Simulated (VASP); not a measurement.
# Pb (P6_3/mmc) in VASP: notebook, part 2 of 3

VASP 6.6.1. Earlier steps stand in the parts before.

### Step 4. Electric field gradients, PBEsol (28.14 Å³/atom)

This run uses another cell than the first one, of 28.14 Å³/atom.

Contents of INCAR:

```
SYSTEM = Pb
PREC = Accurate
ENCUT = 520
EDIFF = 1E-8
ISMEAR = -1
SIGMA = 0.05
LREAL = .False.
LASPH = .True.
NELM = 100
ALGO = Normal
ISIF = 2
LWAVE = .False.
LCHARG = .False.
GGA = PS
LEFG = .True.
NBANDS = 21
```

Contents of KPOINTS:

```
Automatic mesh
0
Gamma
  12 12 7
  0 0 0
```

Contents of POSCAR:

```
Pb
1.0
    3.4329678887      0.0000000000      0.0000000000
   -1.7164839444      2.9730374020      0.0000000000
    0.0000000000      0.0000000000      5.5144501982
Pb
2
Direct
    0.3333333333      0.6666666667      0.2500000000
    0.6666666667      0.3333333333      0.7500000000
```

Potentials or basis: VASP PAW PBE potentials, release 64 (Pb_d).

Started as:

```bash
$ cat potpaw_PBE.64/Pb_d/POTCAR > POTCAR
$ mpirun -np 1 vasp_std > vasp.out
```

OUTCAR:

```text
SYSTEM = Pb
   PREC = Accurate
   ENCUT = 520
   EDIFF = 1E-8
   ISMEAR = -1
   LREAL = .False.
   LASPH = .True.
   NELM = 100
   ISIF = 2
   GGA = PS

 ion  position               nearest neighbor table
   1  0.333  0.667  0.250-   2 3.40   2 3.40   2 3.40   2 3.40   2 3.40   2 3.40
   2  0.667  0.333  0.750-   1 3.40   1 3.40   1 3.40   1 3.40   1 3.40   1 3.40

  LATTYP: Found a hexagonal cell.
 ALAT       =     3.4329678887
 C/A-ratio  =     1.6063215203

  Lattice vectors:

 A1 = (   3.4329678887,   0.0000000000,   0.0000000000)
 A2 = (  -1.7164839444,   2.9730374020,   0.0000000000)
 A3 = (   0.0000000000,   0.0000000000,   5.5144501982)

Analysis of symmetry for initial positions (statically):
=====================================================================
 Subroutine PRICEL returns:
 Original cell was already a primitive cell.

 Routine SETGRP: Setting up the symmetry group for a
 hexagonal supercell.
[... 767 lines left out ...]
  volume of cell :       56.28
      direct lattice vectors                 reciprocal lattice vectors
     3.432967889  0.000000000  0.000000000     0.291293141  0.168178173  0.000000000
    -1.716483944  2.973037402  0.000000000     0.000000000  0.336356347  0.000000000
     0.000000000  0.000000000  5.514450198     0.000000000  0.000000000  0.181341741

 POSITION                                       TOTAL-FORCE (eV/Angst)
 -----------------------------------------------------------------------------------
     -0.00000      1.98202      1.37861         0.000000      0.000000      0.000000
      1.71648      0.99101      4.13584        -0.000000     -0.000000      0.000000
 -----------------------------------------------------------------------------------
    total drift:                                0.000000     -0.000000      0.000000

  FREE ENERGIE OF THE ION-ELECTRON SYSTEM (eV)
  ---------------------------------------------------
  free  energy   TOTEN  =        -7.9302677168 eV

  energy  without entropy=       -7.9203411128  energy(sigma->0) =       -7.92530441

 Electric field gradients (V/A^2)
---------------------------------------------------------------------
 ion       V_xx      V_yy      V_zz      V_xy      V_xz      V_yz
---------------------------------------------------------------------
   1       1.432     1.432    -2.864    -0.001     0.000    -0.000
   2       1.432     1.432    -2.864    -0.001    -0.000     0.000
---------------------------------------------------------------------

 Electric field gradients after diagonalization (V/A^2)
 (convention: |V_zz| > |V_xx| > |V_yy|)
----------------------------------------------------------------------
 ion       V_xx      V_yy      V_zz     asymmetry (V_yy - V_xx)/ V_zz
----------------------------------------------------------------------
   1       1.433     1.431    -2.864       0.001
   2       1.433     1.431    -2.864       0.001
----------------------------------------------------------------------

           NMR quadrupolar parameters

 Cq : quadrupolar parameter    Cq=e*Q*V_zz/h
 eta: asymmetry parameters     (V_yy - V_xx)/ V_zz
 Q  : nuclear electric quadrupole moment in mb (millibarn)
----------------------------------------------------------------------
 ion       Cq(MHz)       eta       Q (mb)
----------------------------------------------------------------------
   1      -0.007       0.001       1.000
   2      -0.007       0.001       1.000
----------------------------------------------------------------------
```

stdout:

```text
POSCAR found type information on POSCAR Pb
 POSCAR found :  1 types and       2 ions
 scaLAPACK will be used
 -----------------------------------------------------------------------------
|                                                                             |
|                                                                             |
|     You enforced a specific xc type in the INCAR file but a different       |
|     I HOPE YOU KNOW WHAT YOU ARE DOING!                                     |
|                                                                             |
 -----------------------------------------------------------------------------

 LDA part: xc-table for (Slater+PW92), standard interpolation
 POSCAR, INCAR and KPOINTS ok, starting setup
 FFT: planning ... GRIDC
 FFT: planning ... GRID_SOFT
 FFT: planning ... GRID
 WAVECAR not read
 entering main loop
ion   1

ion   2
```

Run time: 38 s. Hardware: 1 thread of Intel Xeon 6975P-C (Granite Rapids), shared host; peak memory 0.21 GiB.

What came out:

```
Free energy                             : -7.9303 eV
Pressure                                : 3.1 GPa
Band gap on the k mesh                  : zero (bands 14 and 15 overlap by 8.04 eV)
Largest electric field gradient by atom : Pb -2.9 V/Å²
```

Levels at points of the mesh, in eV from the Fermi level:
| k point | band 10 | band 11 | band 12 | band 13 | band 14 | band 15 | band 16 | band 17 | band 18 | band 19 |
| --- | --- | --- | --- | --- | --- | --- | --- | --- | --- | --- |
| (0.00, 0.00, 0.00) | -16.72 | -12.29 | -8.04 | -4.54 | 5.80 | 5.80 | 7.81 | 7.81 | 8.51 | 9.01 |
| (0.50, 0.00, 0.00) | -16.68 | -8.50 | -7.21 | -2.96 | -1.48 | -0.60 | 1.80 | 2.00 | 6.02 | 6.29 |

Electric field gradients, principal values (V/Å²):
```csv
atom,least,middle,greatest (by size)
1 Pb,1.431,1.433,-2.864
2 Pb,1.431,1.433,-2.864
```

Caveat: the cell stands under pressure; without QUAD_EFG the Cq values of the log hold for a quadrupole moment of 1 mb, not for the nuclei; the PAW data sets were made with another functional, which shifts forces and pressure a little; spin-orbit coupling is left out, which moves the levels of the heavy elements.

### Step 5. Electric field gradients, PBEsol (28.73 Å³/atom)

This run uses another cell than the first one, of 28.73 Å³/atom.

Contents of INCAR:

```
SYSTEM = Pb
ALGO = Normal ; EDIFF = 1E-8
ENCUT = 520 ; GGA = PS
ISIF = 2 ; ISMEAR = -1
LASPH = .TRUE. ; LCHARG = .FALSE.
LEFG = .TRUE. ; LREAL = .FALSE.
LWAVE = .FALSE. ; NBANDS = 21
NELM = 100 ; PREC = Accurate
SIGMA = 0.05
```

Contents of KPOINTS:

```
k-points
0
G
  12 12 7
  0 0 0
```

Contents of POSCAR:

```
Pb
1.0
    3.4566442775      0.0000000000      0.0000000000
   -1.7283221388      2.9935417561      0.0000000000
    0.0000000000      0.0000000000      5.5524820910
Pb
2
Direct
    0.3333333333      0.6666666667      0.2500000000
    0.6666666667      0.3333333333      0.7500000000
```

Potentials or basis: VASP PAW PBE potentials, release 64 (Pb_d).

Started as:

```bash
$ cat potpaw_PBE.64/Pb_d/POTCAR > POTCAR
$ mpirun -np 1 vasp_std > vasp.out
```

OUTCAR:

```text
SYSTEM = Pb
   EDIFF = 1E-8
   ENCUT = 520
   GGA = PS
   ISIF = 2
   ISMEAR = -1
   LASPH = .TRUE.
   LREAL = .FALSE.
   NELM = 100
   PREC = Accurate

 ion  position               nearest neighbor table
   1  0.333  0.667  0.250-   2 3.42   2 3.42   2 3.42   2 3.42   2 3.42   2 3.42
   2  0.667  0.333  0.750-   1 3.42   1 3.42   1 3.42   1 3.42   1 3.42   1 3.42

  LATTYP: Found a hexagonal cell.
 ALAT       =     3.4566442775
 C/A-ratio  =     1.6063215203

  Lattice vectors:

 A1 = (   3.4566442775,   0.0000000000,   0.0000000000)
 A2 = (  -1.7283221388,   2.9935417561,   0.0000000000)
 A3 = (   0.0000000000,   0.0000000000,   5.5524820910)

Analysis of symmetry for initial positions (statically):
=====================================================================
 Subroutine PRICEL returns:
 Original cell was already a primitive cell.

 Routine SETGRP: Setting up the symmetry group for a
 hexagonal supercell.

 Subroutine GETGRP returns: Found 24 space group operations
 (whereof 12 operations were pure point group operations)
 out of a pool of 24 trial point group operations.

The static configuration has the point symmetry D_3d.
 The point group associated with its full space group is D_6h.

Analysis of symmetry for dynamics (positions and initial velocities):
=====================================================================
 Subroutine PRICEL returns:
 Original cell was already a primitive cell.

 Routine SETGRP: Setting up the symmetry group for a
 hexagonal supercell.

 Subroutine GETGRP returns: Found 24 space group operations
 (whereof 12 operations were pure point group operations)
[... 157 lines left out ...]

 k-point     1 :       0.0000    0.0000    0.0000
  band No.  band energies     occupation
      1      -9.3674      2.00000
      2      -9.3113      2.00000
      3      -9.2880      2.00000
      4      -9.2880      2.00000
      5      -9.2609      2.00000
      6      -9.2609      2.00000
[... 565 lines left out ...]
     20      16.0344      0.00000
     21      18.2300      0.00000

 [... further k-points ...]

------------------------ aborting loop because EDIFF is reached ----------------------------------------

  FORCE on cell =-STRESS in cart. coord.  units (eV):
  Direction    XX          YY          ZZ          XY          YZ          ZX
  --------------------------------------------------------------------------------------
  -------------------------------------------------------------------------------------
  Total        0.6949199      0.6949199      0.6535139     -0.0000000      0.0000000      0.0000000
  in kB       19.3784107     19.3784107     18.2237700     -0.0000000      0.0000000      0.0000000
  external PRESSURE =      18.9935305 kB  Pullay stress =       0.0000000 kB

 VOLUME and BASIS-vectors are now :
 -----------------------------------------------------------------------------
  energy-cutoff  :      520.00
  volume of cell :       57.45
      direct lattice vectors                 reciprocal lattice vectors
     3.456644278  0.000000000  0.000000000     0.289297920  0.167026232  0.000000000
    -1.728322139  2.993541756  0.000000000     0.000000000  0.334052464  0.000000000
     0.000000000  0.000000000  5.552482091     0.000000000  0.000000000  0.180099635

 POSITION                                       TOTAL-FORCE (eV/Angst)
 -----------------------------------------------------------------------------------
     -0.00000      1.99569      1.38812        -0.000000     -0.000000      0.000000
      1.72832      0.99785      4.16436         0.000000      0.000000      0.000000
 -----------------------------------------------------------------------------------
    total drift:                               -0.000000      0.000000      0.000000

  FREE ENERGIE OF THE ION-ELECTRON SYSTEM (eV)
  ---------------------------------------------------
  free  energy   TOTEN  =        -7.9492299819 eV

  energy  without entropy=       -7.9385157075  energy(sigma->0) =       -7.94387284

 Electric field gradients (V/A^2)
---------------------------------------------------------------------
 ion       V_xx      V_yy      V_zz      V_xy      V_xz      V_yz
---------------------------------------------------------------------
   1       2.644     2.644    -5.288    -0.001     0.000    -0.000
   2       2.644     2.644    -5.288    -0.001    -0.000     0.000
---------------------------------------------------------------------

 Electric field gradients after diagonalization (V/A^2)
 (convention: |V_zz| > |V_xx| > |V_yy|)
----------------------------------------------------------------------
 ion       V_xx      V_yy      V_zz     asymmetry (V_yy - V_xx)/ V_zz
----------------------------------------------------------------------
   1       2.644     2.643    -5.288       0.000
   2       2.644     2.643    -5.288       0.000
----------------------------------------------------------------------

           NMR quadrupolar parameters

 Cq : quadrupolar parameter    Cq=e*Q*V_zz/h
 eta: asymmetry parameters     (V_yy - V_xx)/ V_zz
 Q  : nuclear electric quadrupole moment in mb (millibarn)
----------------------------------------------------------------------
 ion       Cq(MHz)       eta       Q (mb)
----------------------------------------------------------------------
   1      -0.013       0.000       1.000
   2      -0.013       0.000       1.000
----------------------------------------------------------------------
```

OSZICAR:

```text
N       E                     dE             d eps       ncg     rms          rms(c)
DAV:   1     0.294055136177E+03    0.29406E+03   -0.14365E+04  3192   0.166E+03
DAV:   2     0.130504747457E+02   -0.28100E+03   -0.27427E+03  3227   0.410E+02
DAV:   3    -0.733047168143E+01   -0.20381E+02   -0.20177E+02  3811   0.137E+02
DAV:   4    -0.796004491850E+01   -0.62957E+00   -0.62923E+00  3874   0.269E+01
DAV:   5    -0.798904411956E+01   -0.28999E-01   -0.28998E-01  4315   0.525E+00    0.908E-01
DAV:   6    -0.795788549517E+01    0.31159E-01   -0.53721E-02  4360   0.322E+00    0.422E-01
DAV:   7    -0.794979616185E+01    0.80893E-02   -0.19427E-02  4465   0.188E+00    0.131E-01
DAV:   8    -0.794923278040E+01    0.56338E-03   -0.11213E-03  4324   0.462E-01    0.132E-02
DAV:   9    -0.794922993403E+01    0.28464E-05   -0.39181E-05  4568   0.916E-02    0.614E-03
DAV:  10    -0.794922990356E+01    0.30476E-07   -0.23529E-06  4466   0.157E-02    0.101E-03
DAV:  11    -0.794922999098E+01   -0.87418E-07   -0.21556E-07  4481   0.649E-03    0.176E-04
DAV:  12    -0.794922997858E+01    0.12392E-07   -0.83402E-09  2472   0.152E-03    0.541E-05
DAV:  13    -0.794922998188E+01   -0.32933E-08   -0.17392E-09  2321   0.642E-04
   1 F= -.79492300E+01 E0= -.79438728E+01  d E =-.107143E-01
```

Wall time 42 s (1 thread of Intel Xeon 6975P-C (Granite Rapids), shared host); peak memory 0.21 GiB.

What came out:

- Free energy: -7.9492 eV
- Pressure: 1.9 GPa
- Band gap on the k mesh: zero (bands 14 and 15 overlap by 7.88 eV)
- Largest electric field gradient by atom: Pb -5.3 V/Å²

Stress tensor (GPa, compression positive):
```
1.94 0.00 0.00
0.00 1.94 0.00
0.00 0.00 1.82
```

Electric field gradients, principal values (V/Å²):
| atom | least | middle | greatest (by size) |
| --- | --- | --- | --- |
| 1 Pb | 2.643 | 2.644 | -5.288 |
| 2 Pb | 2.643 | 2.644 | -5.288 |

Caveat: without QUAD_EFG the Cq values of the log hold for a quadrupole moment of 1 mb, not for the nuclei; the PAW data sets were made with another functional, which shifts forces and pressure a little; spin-orbit coupling is left out, which moves the levels of the heavy elements.

(Continued in part 3 of 3.)
